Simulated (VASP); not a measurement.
Set up this calculation in VASP 6.6.1, as the native input.

* Task: single point
* Functional: PBE
* Potentials or basis: VASP PAW PBE potentials, release 64 (Ba_sv, H)
* Cutoff: 520 eV
* k mesh: 10 × 10 × 10
* Occupations: gaussian, width 0.02 eV
* Spin: no spin polarisation
* Dipole correction: no
* Further INCAR settings: ALGO = Normal; EDIFF = 1e-06; NBANDS = 15

The structure of BaH4 lies in POSCAR:

```
BaH4
1.0
   -2.1814852000      2.1814852000      3.3756763000
    2.1814852000     -2.1814852000      3.3756763000
    2.1814852000      2.1814852000     -3.3756763000
Ba H
1 4
Direct
    0.0000000000      0.0000000000      0.0000000000
    0.2500000000      0.7500000000      0.5000000000
    0.7500000000      0.2500000000      0.5000000000
    0.4433410000      0.4433410000      0.0000000000
    0.5566590000      0.5566590000      0.0000000000
```

The cell was built from a structure type or drawn by symmetry, and may not be a known phase.

One way to write it, as run:

INCAR

```
PREC     = Accurate       # precision mode
ENCUT    = 520            # plane-wave cutoff, eV
EDIFF    = 1E-6           # SCF threshold, eV
ISMEAR   = 0              # smearing method
SIGMA    = 0.02           # smearing width, eV
LREAL    = False          # projectors in reciprocal space
LASPH    = True           # aspherical terms in the spheres
NELM     = 60             # most SCF steps
ALGO     = Normal         # electronic algorithm
ISIF     = 2              # what is computed and relaxed
LWAVE    = False          # write WAVECAR
LCHARG   = True           # write CHGCAR
GGA      = PE             # functional
LELF     = True           # ELF
LVHAR    = True         
NBANDS   = 15             # bands
```

KPOINTS

```
regular mesh
0
Gamma
  10 10 10
```

Potentials or basis: VASP PAW PBE potentials, release 64 (Ba_sv, H).

Run with:

```sh
$ cat potpaw_PBE.64/Ba_sv/POTCAR potpaw_PBE.64/H/POTCAR > POTCAR
$ mpirun -np 1 vasp_std > vasp.out
```

Results of the run:

| Property | Result |
| --- | --- |
| Pressure | 0.4 GPa |
| Largest force | 0.017 eV/Å |
| Band gap on the k mesh | 2.22 eV (least direct gap 2.74 eV) |

Caveat: spin-orbit coupling is left out, which moves the levels of the heavy elements.

Run time: 55 s on 1 thread of Intel(R) Xeon(R) 6975P-C (Granite Rapids) (shared host), peak memory 0.25 GiB.
